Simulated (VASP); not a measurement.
# MgNi3S4 (P-4m2) in VASP: single point with PBE

Aim: the single point of MgNi3S4 with PBE.

All numbers are computed with VASP 6.6.1; they aren't measurements. Logs are shortened: lines on timing, memory, paths and dates and some standing lists are left out, and cuts for length are marked.

### 1 The cell of the first run

Symmetry: P-4m2, No. 115, tetragonal system. The conventional cell has a = 3.788 Å, b = 3.788 Å, c = 10.428 Å, α = 90.00°, β = 90.00°, γ = 90.00°. Within 3.3 Å of Mg (site symmetry -4m2) lie 4 S at 2.48 Å. Ni (site symmetry 2mm) has 4 S at 2.24 to 2.26 Å within 3.0 Å. Within 3.0 Å of Ni (site symmetry -4m2) lie 4 S at 2.24 Å. S (site symmetry 2mm) has 4 Ni at 2.24 Å within 3.0 Å. Within 3.0 Å of S (site symmetry 2mm) lie 2 Ni at 2.26 Å and 2 Mg at 2.48 Å.

### 2 Single point, PBE (18.70 Å³/atom)

File INCAR:

```
PREC = Accurate
ENCUT = 520
EDIFF = 1E-6
ISMEAR = 0
SIGMA = 0.1
LREAL = F
LASPH = T
NELM = 60
ALGO = Normal
ISIF = 2
LWAVE = F
LCHARG = F
GGA = PE
NBANDS = 38
```

File KPOINTS:

```
Automatic mesh
0
Gamma
  10 10 4
```

File POSCAR:

```
MgNi3S4
1.0
    3.7880036681      0.0000000000      0.0000000000
    0.0000000000      3.7880036681      0.0000000000
    0.0000000000      0.0000000000     10.4284349145
Mg Ni S
1 3 4
Direct
    0.5000000000      0.5000000000      0.5000000000
    0.0000000000      0.0000000000      0.7716677527
    0.5000000000      0.5000000000      0.0000000000
    0.0000000000      0.0000000000      0.2283322473
    0.5000000000      0.0000000000      0.8856834950
    0.0000000000      0.5000000000      0.1143165050
    0.5000000000      0.0000000000      0.3458379946
    0.0000000000      0.5000000000      0.6541620054
```

Potentials or basis: VASP PAW PBE potentials, release 64 (Mg, Ni, S).

On the command line:

```sh
$ cat potpaw_PBE.64/Mg/POTCAR potpaw_PBE.64/Ni/POTCAR potpaw_PBE.64/S/POTCAR > POTCAR
$ mpirun -np 1 vasp_std > vasp.out
```

OUTCAR:

```text
PREC = Accurate
   ENCUT = 520
   EDIFF = 1E-6
   ISMEAR = 0
   LREAL = F
   LASPH = T
   NELM = 60
   ISIF = 2
   GGA = PE

 ion  position               nearest neighbor table
   1  0.500  0.500  0.500-   7 2.48   8 2.48   7 2.48   8 2.48
   2  0.000  0.000  0.772-   5 2.24   5 2.24   8 2.26   8 2.26
   3  0.500  0.500  0.000-   5 2.24   6 2.24   5 2.24   6 2.24
   4  0.000  0.000  0.228-   6 2.24   6 2.24   7 2.26   7 2.26
   5  0.500  0.000  0.886-   2 2.24   2 2.24   3 2.24   3 2.24
   6  0.000  0.500  0.114-   4 2.24   4 2.24   3 2.24   3 2.24
   7  0.500  0.000  0.346-   4 2.26   4 2.26   1 2.48   1 2.48
   8  0.000  0.500  0.654-   2 2.26   2 2.26   1 2.48   1 2.48

  LATTYP: Found a simple tetragonal cell.
 ALAT       =     3.7880036681
 C/A-ratio  =     2.7530160550

  Lattice vectors:

 A1 = (   3.7880036681,   0.0000000000,   0.0000000000)
 A2 = (   0.0000000000,   3.7880036681,   0.0000000000)
 A3 = (   0.0000000000,   0.0000000000,  10.4284349145)

Analysis of symmetry for initial positions (statically):
=====================================================================
 Subroutine PRICEL returns:
 Original cell was already a primitive cell.

 Routine SETGRP: Setting up the symmetry group for a
 simple tetragonal supercell.

 Subroutine GETGRP returns: Found  8 space group operations
 (whereof  8 operations were pure point group operations)
 out of a pool of 16 trial point group operations.

The static configuration has the point symmetry D_2d.

Analysis of symmetry for dynamics (positions and initial velocities):
=====================================================================
 Subroutine PRICEL returns:
 Original cell was already a primitive cell.

 Routine SETGRP: Setting up the symmetry group for a
 simple tetragonal supercell.

 Subroutine GETGRP returns: Found  8 space group operations
 (whereof  8 operations were pure point group operations)
 out of a pool of 16 trial point group operations.

The dynamic configuration has the point symmetry D_2d.

 Subroutine INISYM returns: Found  8 space group operations
 (whereof  8 operations are pure point group operations),
 and found     1 'primitive' translations

----------------------------------------------------------------------------------------

                                     Primitive cell

  volume of cell :     149.6373

  direct lattice vectors                    reciprocal lattice vectors
     3.788003668  0.000000000  0.000000000     0.263991297  0.000000000  0.000000000
     0.000000000  3.788003668  0.000000000     0.000000000  0.263991297  0.000000000
     0.000000000  0.000000000 10.428434915     0.000000000  0.000000000  0.095891666

  length of vectors
     3.788003668  3.788003668 10.428434915     0.263991297  0.263991297  0.095891666

  position of ions in fractional coordinates (direct lattice)
     0.500000000  0.500000000  0.500000000
     0.000000000  0.000000000  0.771667753
     0.500000000  0.500000000  0.000000000
     0.000000000  0.000000000  0.228332247
     0.500000000  0.000000000  0.885683495
     0.000000000  0.500000000  0.114316505
     0.500000000  0.000000000  0.345837995
     0.000000000  0.500000000  0.654162005

  ion indices of the primitive-cell ions
   primitive index   ion index
                 1           1
                 2           2
                 3           3
                 4           4
                 5           5
                 6           6
                 7           7
                 8           8

----------------------------------------------------------------------------------------

 KPOINTS: Automatic mesh

Automatic generation of k-mesh.
 Grid dimensions read from file:
 generate k-points for:   10   10    4

 Generating k-lattice:

  Cartesian coordinates                     Fractional coordinates (reciprocal lattice)
     0.026399130  0.000000000  0.000000000     0.100000000  0.000000000  0.000000000
     0.000000000  0.026399130  0.000000000     0.000000000  0.100000000  0.000000000
     0.000000000  0.000000000  0.023972917     0.000000000  0.000000000  0.250000000

  Length of vectors
     0.026399130  0.026399130  0.023972917

  Shift w.r.t. Gamma in fractional coordinates (k-lattice)
     0.000000000  0.000000000  0.000000000

 Subroutine IBZKPT returns following result:
 ===========================================

 Found     63 irreducible k-points:

 Following reciprocal coordinates:
            Coordinates               Weight
  0.000000  0.000000  0.000000      1.000000
  0.100000  0.000000  0.000000      4.000000
  0.200000  0.000000  0.000000      4.000000
  0.300000  0.000000  0.000000      4.000000
  0.400000  0.000000  0.000000      4.000000
  0.500000  0.000000  0.000000      2.000000
[... 16 lines left out ...]
  0.100000  0.000000  0.250000      8.000000
  0.200000  0.000000  0.250000      8.000000
 [... further k-points ...]
   k-points           NKPTS =     63   k-points in BZ     NKDIM =     63   number of bands    NBANDS=     38
   number of dos      NEDOS =    301   number of ions     NIONS =      8
   total plane-waves  NPLWV =  62720
   dimension x,y,z NGX =    28 NGY =   28 NGZ =   80
   dimension x,y,z NGXF=    56 NGYF=   56 NGZF=  160
   ions per type =               1   3   4
   NGX,Y,Z   is equivalent  to a cutoff of  12.29, 12.29, 12.75 a.u.
   NGXF,Y,Z  is equivalent  to a cutoff of  24.58, 24.58, 25.51 a.u.
 SYSTEM =  unknown system
   PREC   = accura    normal or accurate (medium, high low for compatibility)
   ISTART =      0    job   : 0-new  1-cont  2-samecut
   ICHARG =      2    charge: 1-file 2-atom 10-const
   ISPIN  =      1    spin polarized calculation?
   LNONCOLLINEAR =      F non collinear calculations
   LSORBIT =      F    spin-orbit coupling
   LASPH  =      T    aspherical Exc in radial PAW
   ENCUT  =  520.0 eV  38.22 Ry    6.18 a.u.   7.04  7.04 19.39*2*pi/ulx,y,z
   NELM   =     60;   NELMIN=  2; NELMDL= -5     # of ELM steps
   EDIFF  = 0.1E-05   stopping-criterion for ELM
   LREAL  =      F    real-space projection
   EDIFFG = 0.1E-04   stopping-criterion for IOM
   NSW    =      0    number of steps for IOM
   IBRION =     -1    ionic relax: 0-MD 1-quasi-New 2-CG
   NFREE  =      0    steps in history (QN), initial steepest desc. (CG)
   ISIF   =      2    stress and relaxation
   ISYM   =      2    0-nonsym 1-usesym 2-fastsym
   POTIM  = 0.5000    time-step for ionic-motion
   TEBEG  =    0.0;   TEEND  =   0.0 temperature during run
   PSTRESS=    0.0 pullay stress
   NELECT =      56.0000    total number of electrons
   NUPDOWN=      -1.0000    fix difference up-down
   EMIN   =  10.00;   EMAX   =-10.00  energy-range for DOS
   EFERMI =   0.00;   METHOD = LEGACY
   ISMEAR =     0;   SIGMA  =   0.10  broadening in eV -4-tet -1-fermi 0-gaus
   EFERMI_NEDOS =   21; number of points for ismear=-14 and -15
   IALGO  =     38    algorithm
   IMIX   =      4    mixing-type and parameters
     AMIX     =   0.40;   BMIX     =  1.00
     AMIX_MAG =   1.60;   BMIX_MAG =  1.00
  volume/ion in A,a.u.               =      18.70       126.23
  Fermi-wavevector in a.u.,A,eV,Ry     =   1.179752  2.229409 18.936802  1.391816
  Thomas-Fermi vector in A             =   2.316057
   LORBIT       =      0    0 simple, 1 ext, 2 COOP (PROOUT), +10 PAW based schemes
   GGA     = PE    functional components
   LHFCALC =     F    Hartree Fock is set to
   AEXX    =    0.0000 exact exchange contribution
   IVDW    =     0    specifies the selected vdW correction
   LEPSILON=     F    determine dielectric tensor
   LRPA    =     F    only Hartree local field effects (RPA)
 non-spin polarized calculation
 Gauss-broadening in eV      SIGMA  =   0.10
  energy-cutoff  :      520.00
  volume of cell :      149.64
 maximum number of plane-waves:      4060
   NGX = 15   NGY = 15   NGZ = 39

 number of electron      56.0000004 magnetization

 Free energy of the ion-electron system (eV)
  ---------------------------------------------------
  ext. energy  EPLUGINS =         0.00000000
  ---------------------------------------------------
  free energy    TOTEN  =       -38.54206820 eV

  energy without entropy =      -38.50430187  energy(sigma->0) =      -38.52318504

 E-fermi :   4.4001     XC(G=0):  -9.7117

 val. band max:        4.3959342693   @ k =   0.1000   0.1000   0.0000
 cond. band min:       4.4018616805   @ k =   0.4000   0.1000   0.0000
 fundamental gap:      0.0059274112
 Fermi energy:         4.4001079637

 k-point     1 :       0.0000    0.0000    0.0000
  band No.  band energies     occupation
      1      -9.6545      2.00000
      2      -8.9825      2.00000
      3      -8.4943      2.00000
      4      -8.0508      2.00000
      5      -0.9830      2.00000
      6      -0.2399      2.00000
[... 30 lines left out ...]
     37      10.0834      0.00000
     38      10.1711      0.00000

 k-point     2 :       0.1000    0.0000    0.0000
  band No.  band energies     occupation
      1      -9.6049      2.00000
      2      -8.9522      2.00000
      3      -8.4662      2.00000
      4      -8.0494      2.00000
      5      -0.9207      2.00000
      6      -0.3129      2.00000
[... 30 lines left out ...]
     37      10.2435      0.00000
     38      10.3846      0.00000

 k-point     3 :       0.2000    0.0000    0.0000
  band No.  band energies     occupation
      1      -9.4639      2.00000
      2      -8.8733      2.00000
      3      -8.3909      2.00000
      4      -8.0516      2.00000
      5      -0.7893      2.00000
      6      -0.5325      2.00000
[... 30 lines left out ...]
     37      10.6459      0.00000
[... 781 lines left out ...]
 k-point    23 :       0.1000    0.0000    0.2500
  band No.  band energies     occupation
      1      -9.5958      2.00000
      2      -8.9972      2.00000
      3      -8.3857      2.00000
      4      -8.0943      2.00000
      5      -0.8943      2.00000
      6      -0.5378      2.00000
[... 30 lines left out ...]
     37      10.0943      0.00000
     38      10.5403      0.00000

 k-point    24 :       0.2000    0.0000    0.2500
  band No.  band energies     occupation
      1      -9.4564      2.00000
      2      -8.9067      2.00000
      3      -8.3315      2.00000
      4      -8.0851      2.00000
      5      -0.7971      2.00000
      6      -0.6416      2.00000
[... 30 lines left out ...]
     37      10.6759      0.00000
     38      11.1140      0.00000

 [... further k-points ...]

------------------------ aborting loop because EDIFF is reached ----------------------------------------

  FORCE on cell =-STRESS in cart. coord.  units (eV):
  Direction    XX          YY          ZZ          XY          YZ          ZX
  --------------------------------------------------------------------------------------
  -------------------------------------------------------------------------------------
  Total       -4.2033815     -4.2033815     -4.1933030      0.0000000      0.0000000      0.0000000
  in kB      -45.0059020    -45.0059020    -44.8979914      0.0000000      0.0000000      0.0000000
  external PRESSURE =     -44.9699318 kB  Pullay stress =       0.0000000 kB

 VOLUME and BASIS-vectors are now :
 -----------------------------------------------------------------------------
  energy-cutoff  :      520.00
  volume of cell :      149.64
      direct lattice vectors                 reciprocal lattice vectors
     3.788003668  0.000000000  0.000000000     0.263991297  0.000000000  0.000000000
     0.000000000  3.788003668  0.000000000     0.000000000  0.263991297  0.000000000
     0.000000000  0.000000000 10.428434915     0.000000000  0.000000000  0.095891666

 POSITION                                       TOTAL-FORCE (eV/Angst)
 -----------------------------------------------------------------------------------
      1.89400      1.89400      5.21422         0.000000      0.000000      0.000000
      0.00000      0.00000      8.04729         0.000000      0.000000      0.005171
      1.89400      1.89400      0.00000         0.000000     -0.000000      0.000000
      0.00000      0.00000      2.38115        -0.000000      0.000000     -0.005171
      1.89400      0.00000      9.23629         0.000000      0.000000      0.007668
      0.00000      1.89400      1.19214         0.000000      0.000000     -0.007668
      1.89400      0.00000      3.60655         0.000000      0.000000      0.018051
      0.00000      1.89400      6.82189         0.000000      0.000000     -0.018051
 -----------------------------------------------------------------------------------
    total drift:                                0.000000      0.000000     -0.000000

  FREE ENERGIE OF THE ION-ELECTRON SYSTEM (eV)
  ---------------------------------------------------
  free  energy   TOTEN  =       -38.5420682048 eV

  energy  without entropy=      -38.5043018700  energy(sigma->0) =      -38.52318504
```

It took 4.2 min on 1 thread of Intel Xeon 6975P-C (Granite Rapids), shared host; peak memory 0.43 GiB.

Results:

```
Free energy            : -38.5421 eV
Pressure               : -4.5 GPa
Largest force          : 0.018 eV/Å
Band gap on the k mesh : zero (bands 28 and 29 overlap by 1.41 eV)
```

Forces on the atoms (eV/Å):
```
Mg   0.000  0.000  0.000
Ni   0.000  0.000  0.005
Ni   0.000  0.000  0.000
Ni   0.000  0.000 -0.005
S    0.000  0.000  0.008
S    0.000  0.000 -0.008
S    0.000  0.000  0.018
S    0.000  0.000 -0.018
```

Caveat: the cell stands under tension; the run has no spin polarisation, though such a crystal can be magnetic. Spin polarisation is off, so any magnetic state and its effect on volume and gap are missing.
